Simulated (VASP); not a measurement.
# Si (I4/mmm) in VASP: notebook

Runs on Si. Level: LDA. Tasks: single point.

All numbers are computed with VASP 6.6.1; they aren't measurements. Logs are shortened: lines on timing, memory, paths and dates and some standing lists are left out, and cuts for length are marked.

## Step 1: The cell of the first run

It takes space group I4/mmm (No. 139, tetragonal). The conventional cell has a = 3.384 Å, b = 3.384 Å, c = 2.852 Å, α = 90.00°, β = 90.00°, γ = 90.00°. Within 3.7 Å of Si (site symmetry 4/mmm) lie 14 Si at 2.79 to 3.38 Å.

## Step 2: Single point, LDA (strain +0.040 along x and y, +0.080 along z)

INCAR reads:

```
SYSTEM = Si
  PREC = Accurate
  ENCUT = 520
  EDIFF = 1E-6
  ISMEAR = 0
  SIGMA = 0.15
  LREAL = .FALSE.
  LASPH = .TRUE.
  NELM = 80
  ALGO = Normal
  ISIF = 2
  LWAVE = .FALSE.
  LCHARG = .FALSE.
  NBANDS = 8
```

KPOINTS reads:

```
regular mesh
0
G
  22 22 22
  0 0 0
```

POSCAR reads:

```
Si
1.0
   -1.6919915272      1.6919915272      1.4259562380
    1.6919915272     -1.6919915272      1.4259562380
    1.6919915272      1.6919915272     -1.4259562380
Si
1
Direct
    0.0000000000      0.0000000000      0.0000000000
```

Potentials or basis: VASP PAW LDA potentials, release 64 (Si).

On the command line:

```
$ cat potpaw_LDA.64/Si/POTCAR > POTCAR
$ mpirun -np 1 vasp_std > vasp.out
```

OUTCAR:

```text
SYSTEM = Si
   PREC = Accurate
   ENCUT = 520
   EDIFF = 1E-6
   ISMEAR = 0
   LREAL = .FALSE.
   LASPH = .TRUE.
   NELM = 80
   ISIF = 2

 ion  position               nearest neighbor table
   1  0.000  0.000  0.000-

  LATTYP: Found a body centered tetragonal cell.
 ALAT       =     3.3839830544
 C/A-ratio  =     0.8427679543

  Lattice vectors:

 A1 = (  -1.6919915272,   1.6919915272,   1.4259562380)
 A2 = (   1.6919915272,  -1.6919915272,   1.4259562380)
 A3 = (   1.6919915272,   1.6919915272,  -1.4259562380)

Analysis of symmetry for initial positions (statically):
=====================================================================
 Subroutine PRICEL returns:
 Original cell was already a primitive cell.

 Routine SETGRP: Setting up the symmetry group for a
 body centered tetragonal supercell.

 Subroutine GETGRP returns: Found 16 space group operations
 (whereof 16 operations were pure point group operations)
 out of a pool of 16 trial point group operations.

The static configuration has the point symmetry D_4h.

Analysis of symmetry for dynamics (positions and initial velocities):
=====================================================================
 Subroutine PRICEL returns:
 Original cell was already a primitive cell.

 Routine SETGRP: Setting up the symmetry group for a
 body centered tetragonal supercell.

 Subroutine GETGRP returns: Found 16 space group operations
 (whereof 16 operations were pure point group operations)
 out of a pool of 16 trial point group operations.

The dynamic configuration has the point symmetry D_4h.

 Subroutine INISYM returns: Found 16 space group operations
 (whereof 16 operations are pure point group operations),
 and found     1 'primitive' translations

----------------------------------------------------------------------------------------

                                     Primitive cell

  volume of cell :      16.3291

  direct lattice vectors                    reciprocal lattice vectors
    -1.691991527  1.691991527  1.425956238     0.000000000  0.295509754  0.350641897
     1.691991527 -1.691991527  1.425956238     0.295509754  0.000000000  0.350641897
     1.691991527  1.691991527 -1.425956238     0.295509754  0.295509754  0.000000000

  length of vectors
     2.785502082  2.785502082  2.785502082     0.458558344  0.458558344  0.417913902

  position of ions in fractional coordinates (direct lattice)
     0.000000000  0.000000000  0.000000000

  ion indices of the primitive-cell ions
   primitive index   ion index
                 1           1

----------------------------------------------------------------------------------------

 KPOINTS: regular mesh

Automatic generation of k-mesh.
 Grid dimensions read from file:
 generate k-points for:   22   22   22

 Generating k-lattice:

  Cartesian coordinates                     Fractional coordinates (reciprocal lattice)
     0.000000000  0.013432262  0.015938268     0.045454545  0.000000000 -0.000000000
     0.013432262  0.000000000  0.015938268     0.000000000  0.045454545 -0.000000000
     0.013432262  0.013432262  0.000000000     0.000000000  0.000000000  0.045454545

  Length of vectors
     0.020843561  0.020843561  0.018996086

  Shift w.r.t. Gamma in fractional coordinates (k-lattice)
     0.000000000  0.000000000  0.000000000

 Subroutine IBZKPT returns following result:
 ===========================================

 Found    834 irreducible k-points:

 Following reciprocal coordinates:
            Coordinates               Weight
  0.000000  0.000000  0.000000      1.000000
  0.045455  0.000000 -0.000000      8.000000
  0.090909  0.000000 -0.000000      8.000000
  0.136364  0.000000  0.000000      8.000000
  0.181818  0.000000 -0.000000      8.000000
  0.227273 -0.000000  0.000000      8.000000
[... 16 lines left out ...]
  0.500000  0.045455  0.000000     16.000000
 -0.454545  0.045455 -0.000000     16.000000
 [... further k-points ...]
   k-points           NKPTS =    834   k-points in BZ     NKDIM =    834   number of bands    NBANDS=      8
   number of dos      NEDOS =    301   number of ions     NIONS =      1
   total plane-waves  NPLWV =  13824
   dimension x,y,z NGX =    24 NGY =   24 NGZ =   24
   dimension x,y,z NGXF=    48 NGYF=   48 NGZF=   48
   ions per type =               1
   NGX,Y,Z   is equivalent  to a cutoff of  14.32, 14.32, 14.32 a.u.
   NGXF,Y,Z  is equivalent  to a cutoff of  28.65, 28.65, 28.65 a.u.
 SYSTEM =  Si
   PREC   = accura    normal or accurate (medium, high low for compatibility)
   ISTART =      0    job   : 0-new  1-cont  2-samecut
   ICHARG =      2    charge: 1-file 2-atom 10-const
   ISPIN  =      1    spin polarized calculation?
   LNONCOLLINEAR =      F non collinear calculations
   LSORBIT =      F    spin-orbit coupling
   LASPH  =      T    aspherical Exc in radial PAW
   ENCUT  =  520.0 eV  38.22 Ry    6.18 a.u.   5.18  5.18  5.18*2*pi/ulx,y,z
   NELM   =     80;   NELMIN=  2; NELMDL= -5     # of ELM steps
   EDIFF  = 0.1E-05   stopping-criterion for ELM
   LREAL  =      F    real-space projection
   EDIFFG = 0.1E-04   stopping-criterion for IOM
   NSW    =      0    number of steps for IOM
   IBRION =     -1    ionic relax: 0-MD 1-quasi-New 2-CG
   NFREE  =      0    steps in history (QN), initial steepest desc. (CG)
   ISIF   =      2    stress and relaxation
   ISYM   =      2    0-nonsym 1-usesym 2-fastsym
   POTIM  = 0.5000    time-step for ionic-motion
   TEBEG  =    0.0;   TEEND  =   0.0 temperature during run
   PSTRESS=    0.0 pullay stress
   NELECT =       4.0000    total number of electrons
   NUPDOWN=      -1.0000    fix difference up-down
   EMIN   =  10.00;   EMAX   =-10.00  energy-range for DOS
   EFERMI =   0.00;   METHOD = LEGACY
   ISMEAR =     0;   SIGMA  =   0.15  broadening in eV -4-tet -1-fermi 0-gaus
   EFERMI_NEDOS =   21; number of points for ismear=-14 and -15
   IALGO  =     38    algorithm
   IMIX   =      4    mixing-type and parameters
     AMIX     =   0.40;   BMIX     =  1.00
     AMIX_MAG =   1.60;   BMIX_MAG =  1.00
  volume/ion in A,a.u.               =      16.33       110.19
  Fermi-wavevector in a.u.,A,eV,Ry     =   1.024332  1.935706 14.275989  1.049256
  Thomas-Fermi vector in A             =   2.158113
   LORBIT       =      0    0 simple, 1 ext, 2 COOP (PROOUT), +10 PAW based schemes
   GGA     = CA    functional components
   LHFCALC =     F    Hartree Fock is set to
   AEXX    =    0.0000 exact exchange contribution
   IVDW    =     0    specifies the selected vdW correction
   LEPSILON=     F    determine dielectric tensor
   LRPA    =     F    only Hartree local field effects (RPA)
 non-spin polarized calculation
 Gauss-broadening in eV      SIGMA  =   0.15
  energy-cutoff  :      520.00
  volume of cell :       16.33
 maximum number of plane-waves:       458
 NGX is ok and might be reduce to    24
   NGX = 11   NGY = 11   NGZ = 11

 number of electron       4.0000000 magnetization

 Free energy of the ion-electron system (eV)
  ---------------------------------------------------
  ext. energy  EPLUGINS =         0.00000000
  ---------------------------------------------------
  free energy    TOTEN  =        -5.46778288 eV

  energy without entropy =       -5.46264050  energy(sigma->0) =       -5.46521169

 E-fermi :   8.4977     XC(G=0): -10.7787

 val. band max:        8.4968768296   @ k =   0.3636   0.2273   0.1818
 cond. band min:       8.4985445735   @ k =   0.3636   0.3182   0.1364
 fundamental gap:      0.0016677439
 Fermi energy:         8.4976819167

 k-point     1 :       0.0000    0.0000    0.0000
  band No.  band energies     occupation
      1      -4.7493      2.00000
      2      17.4243      0.00000
      3      17.4243      0.00000
      4      18.2657      0.00000
      5      19.5381      0.00000
      6      21.3792      0.00000
      7      22.2697      0.00000
      8      22.2697      0.00000

 k-point     2 :       0.0455    0.0000   -0.0000
  band No.  band energies     occupation
      1      -4.6866      2.00000
      2      16.8387      0.00000
      3      17.2520      0.00000
      4      18.8403      0.00000
      5      19.0695      0.00000
      6      21.6241      0.00000
      7      22.0483      0.00000
      8      22.1147      0.00000

 k-point     3 :       0.0909    0.0000   -0.0000
  band No.  band energies     occupation
      1      -4.4984      2.00000
      2      16.0332      0.00000
      3      16.7681      0.00000
      4      17.9579      0.00000
      5      19.3833      0.00000
      6      21.4851      0.00000
      7      21.8419      0.00000
      8      22.4314      0.00000

 k-point     4 :       0.1364    0.0000    0.0000
  band No.  band energies     occupation
      1      -4.1851      2.00000
      2      15.2894      0.00000
      3      15.7822      0.00000
      4      16.8580      0.00000
      5      19.1392      0.00000
      6      20.8494      0.00000
      7      22.4280      0.00000
      8      23.2834      0.00000

 k-point     5 :       0.1818    0.0000   -0.0000
  band No.  band energies     occupation
      1      -3.7474      2.00000
      2      14.1708      0.00000
      3      14.6357      0.00000
      4      16.2057      0.00000
      5      18.4292      0.00000
      6      20.1227      0.00000
      7      23.6012      0.00000
      8      24.2054      0.00000

 k-point     6 :       0.2273   -0.0000    0.0000
  band No.  band energies     occupation
      1      -3.1860      2.00000
      2      12.3830      0.00000
      3      14.0791      0.00000
      4      15.7246      0.00000
      5      17.6493      0.00000
      6      19.3914      0.00000
      7      24.4382      0.00000
      8      25.0139      0.00000

 k-point     7 :       0.2727    0.0000   -0.0000
  band No.  band energies     occupation
      1      -2.5021      2.00000
      2      10.5878      0.00000
      3      13.6203      0.00000
      4      15.3342      0.00000
      5      16.9225      0.00000
      6      18.7091      0.00000
      7      24.5600      0.00000
      8      26.5584      0.00000

 k-point     8 :       0.3182    0.0000    0.0000
  band No.  band energies     occupation
      1      -1.6970      2.00000
      2       8.8407      0.00122
      3      13.2571      0.00000
      4      15.0250      0.00000
      5      16.2928      0.00000
      6      18.1103      0.00000
      7      24.7911      0.00000
      8      27.8552      0.00000

 k-point     9 :       0.3636   -0.0000    0.0000
  band No.  band energies     occupation
      1      -0.7727      2.00000
      2       7.1683      2.00000
      3      12.9851      0.00000
      4      14.7936      0.00000
      5      15.7824      0.00000
      6      17.6186      0.00000
      7      25.1186      0.00000
      8      29.0286      0.00000

 k-point    10 :       0.4091    0.0000   -0.0000
  band No.  band energies     occupation
      1       0.2680      2.00000
      2       5.5864      2.00000
      3      12.7984      0.00000
      4      14.6355      0.00000
      5      15.4060      0.00000
      6      17.2520      0.00000
      7      25.5088      0.00000
      8      29.3924      0.00000
[... 78 lines left out ...]
 k-point    18 :       0.2727    0.0455   -0.0000
  band No.  band energies     occupation
      1      -2.0035      2.00000
      2       9.5765      0.00000
      3      13.4550      0.00000
      4      14.7882      0.00000
      5      16.8964      0.00000
      6      18.3563      0.00000
      7      23.7198      0.00000
      8      26.6352      0.00000

 k-point    19 :       0.3182    0.0455    0.0000
  band No.  band energies     occupation
      1      -1.1283      2.00000
      2       7.8772      2.00000
      3      13.0793      0.00000
      4      14.3697      0.00000
      5      16.5096      0.00000
      6      17.8786      0.00000
      7      24.0077      0.00000
      8      28.2054      0.00000

 k-point    20 :       0.3636    0.0455    0.0000
  band No.  band energies     occupation
      1      -0.1352      2.00000
      2       6.2603      2.00000
      3      12.7644      0.00000
      4      14.0686      0.00000
      5      16.2102      0.00000
      6      17.5412      0.00000
      7      24.4075      0.00000
      8      29.6612      0.00000

 k-point    21 :       0.4091    0.0455   -0.0000
  band No.  band energies     occupation
      1       0.9714      2.00000
      2       4.7401      2.00000
      3      12.5076      0.00000
      4      13.8963      0.00000
      5      15.9899      0.00000
      6      17.3611      0.00000
      7      24.8971      0.00000
      8      29.9353      0.00000

 k-point    22 :       0.4545    0.0455    0.0000
  band No.  band energies     occupation
      1       2.1679      2.00000
      2       3.3459      2.00000
      3      12.3159      0.00000
      4      13.8484      0.00000
      5      15.8550      0.00000
      6      17.3393      0.00000
      7      25.4349      0.00000
      8      29.2738      0.00000

 k-point    23 :       0.5000    0.0455    0.0000
  band No.  band energies     occupation
      1       1.9561      2.00000
      2       3.5781      2.00000
      3      12.2011      0.00000
      4      13.9103      0.00000
      5      15.8232      0.00000
      6      17.4652      0.00000
      7      25.9249      0.00000
      8      28.7983      0.00000

 k-point    24 :      -0.4545    0.0455   -0.0000
  band No.  band energies     occupation
      1       0.7694      2.00000
      2       5.0033      2.00000
      3      12.1742      0.00000
      4      14.0637      0.00000
      5      15.9154      0.00000
      6      17.7247      0.00000
      7      26.1767      0.00000
      8      28.7146      0.00000

 [... further k-points ...]
[... 5 lines left out ...]
  --------------------------------------------------------------------------------------
  -------------------------------------------------------------------------------------
  Total       -1.0460465     -1.0460465     -1.2904753      0.0000000      0.0000000      0.0000000
  in kB     -102.6358322   -102.6358322   -126.6186623      0.0000000      0.0000000      0.0000000
  external PRESSURE =    -110.6301089 kB  Pullay stress =       0.0000000 kB

 VOLUME and BASIS-vectors are now :
 -----------------------------------------------------------------------------
  energy-cutoff  :      520.00
  volume of cell :       16.33
      direct lattice vectors                 reciprocal lattice vectors
    -1.691991527  1.691991527  1.425956238     0.000000000  0.295509754  0.350641897
     1.691991527 -1.691991527  1.425956238     0.295509754  0.000000000  0.350641897
     1.691991527  1.691991527 -1.425956238     0.295509754  0.295509754  0.000000000

 POSITION                                       TOTAL-FORCE (eV/Angst)
 -----------------------------------------------------------------------------------
      0.00000      0.00000      0.00000         0.000000     -0.000000     -0.000000
 -----------------------------------------------------------------------------------
    total drift:                                0.000000     -0.000000     -0.000000

  FREE ENERGIE OF THE ION-ELECTRON SYSTEM (eV)
  ---------------------------------------------------
  free  energy   TOTEN  =        -5.4677828842 eV

  energy  without entropy=       -5.4626405039  energy(sigma->0) =       -5.46521169
```

Wall time 34 s (1 thread of Intel Xeon Platinum 8488C (Sapphire Rapids), shared host); peak memory 0.19 GiB.

Results:

| Property | Result |
| --- | --- |
| Free energy | -5.4678 eV |
| Pressure | -11.1 GPa |
| Band gap on the k mesh | zero (band 2 reaches 17.42 eV, above the bottom of band 3 at 5.29 eV) |

Caveat: the cell differs from its parent crystal (strain +0.040 along x and y, +0.080 along z).

## Step 3: Single point, LDA (strain +0.080 along x and y, +0.040 along z)

INCAR reads:

```
  PREC = Accurate
  ENCUT = 520
  EDIFF = 1E-6
  ISMEAR = 0
  SIGMA = 0.15
  LREAL = F
  LASPH = T
  NELM = 80
  ALGO = Normal
  ISIF = 2
  LWAVE = F
  LCHARG = F
  NBANDS = 8
```

KPOINTS reads:

```
Automatic mesh
0
Gamma
  22 22 22
```

POSCAR reads:

```
Si
1.0
   -1.7570681244      1.7570681244      1.3731430440
    1.7570681244     -1.7570681244      1.3731430440
    1.7570681244      1.7570681244     -1.3731430440
Si
1
Direct
    0.0000000000      0.0000000000      0.0000000000
```

Potentials or basis: VASP PAW LDA potentials, release 64 (Si).

On the command line:

```
$ cat potpaw_LDA.64/Si/POTCAR > POTCAR
$ mpirun -np 1 vasp_std > vasp.out
```

It took 34 s on 1 thread of Intel Xeon Platinum 8488C (Sapphire Rapids), shared host; peak memory 0.2 GiB.

It converged, with:

```
Free energy            : -5.4310 eV
Pressure               : -12.3 GPa
Band gap on the k mesh : zero (band 2 reaches 15.91 eV, above the bottom of band 3 at 5.04 eV)
```

Stress tensor (GPa, compression positive):
```
-12.03   0.00   0.00
  0.00 -12.03   0.00
  0.00   0.00 -12.90
```

Levels at points of the mesh, in eV from the Fermi level:
```tsv
k point	band 1	band 2	band 3	band 4	band 5	band 6	band 7
(0.00, 0.00, 0.00)	-12.97	7.86	7.86	8.81	11.42	11.57	14.66
(0.50, 0.00, 0.00)	-5.57	-5.26	3.89	5.33	6.30	8.04	16.58
(0.50, 0.50, 0.00)	-8.11	-6.14	7.97	9.63	11.05	11.67	15.40
(0.50, 0.50, 0.50)	-2.73	-2.20	-2.20	1.88	4.36	6.76	22.77
```

Caveat: the cell differs from its parent crystal (strain +0.080 along x and y, +0.040 along z).

## Step 4: Single point, LDA (strain +0.080 along x and y, +0.080 along z)

INCAR reads:

```
SYSTEM = Si
ALGO = Normal
EDIFF = 1E-7
ENCUT = 520
ISIF = 2
ISMEAR = 0
LASPH = .True.
LCHARG = .False.
LREAL = .False.
LWAVE = .False.
NBANDS = 8
NELM = 80
PREC = Accurate
SIGMA = 0.15
```

KPOINTS reads:

```
k-points
0
Gamma
  22 22 22
  0 0 0
```

POSCAR reads:

```
Si
1.0
   -1.7570681244      1.7570681244      1.4259562380
    1.7570681244     -1.7570681244      1.4259562380
    1.7570681244      1.7570681244     -1.4259562380
Si
1
Direct
    0.0000000000      0.0000000000      0.0000000000
```

On the command line:

```
$ cat potpaw_LDA.64/Si/POTCAR > POTCAR
$ mpirun -np 1 vasp_std > vasp.out
```

It took 65 s on 1 thread of Intel Xeon Platinum 8488C (Sapphire Rapids), shared host; peak memory 0.2 GiB.

The run converged. Its results:

| Quantity | Value |
| --- | --- |
| Free energy | -5.3740 eV |
| Pressure | -13.8 GPa |
| Band gap on the k mesh | zero (band 2 reaches 15.52 eV, above the bottom of band 3 at 4.72 eV) |

Stress tensor (GPa, compression positive):
```
-13.16   0.00   0.00
  0.00 -13.16   0.00
  0.00   0.00 -15.22
```

Levels at points of the mesh, in eV from the Fermi level:
| k point | band 1 | band 2 | band 3 | band 4 | band 5 | band 6 | band 7 |
| --- | --- | --- | --- | --- | --- | --- | --- |
| (0.00, 0.00, 0.00) | -12.64 | 7.91 | 7.91 | 9.17 | 10.49 | 11.97 | 13.88 |
| (0.50, 0.00, 0.00) | -5.74 | -5.12 | 3.78 | 5.38 | 6.45 | 7.94 | 16.57 |
| (0.50, 0.50, 0.00) | -7.77 | -5.84 | 7.02 | 9.11 | 10.64 | 10.79 | 15.50 |
| (0.50, 0.50, 0.50) | -2.41 | -1.88 | -1.88 | 2.14 | 3.38 | 5.90 | 22.14 |

Caveat: the cell differs from its parent crystal (strain +0.080 along x and y, +0.080 along z).

## Step 5: Summary

| cell | gap on the mesh (eV) | pressure (GPa) |
| --- | --- | --- |
| a = 2.786 Å, angles 105.2, 105.2, 118.4°, 1 atom | none | -11.1 |
| a = 2.839 Å, angles 103.5, 103.5, 122.1°, 1 atom | none | -12.3 |
| a = 2.865 Å, angles 104.3, 104.3, 120.3°, 1 atom | none | -13.8 |

Alike in all rows: task single point; level LDA; potentials or basis VASP PAW LDA potentials, release 64 (Si); no spin polarisation; k mesh 22 × 22 × 22; cutoff (eV) 520; smearing gaussian 0.15 eV.

Total energies depend on the potentials used, so only differences within one code and one set of settings carry meaning.
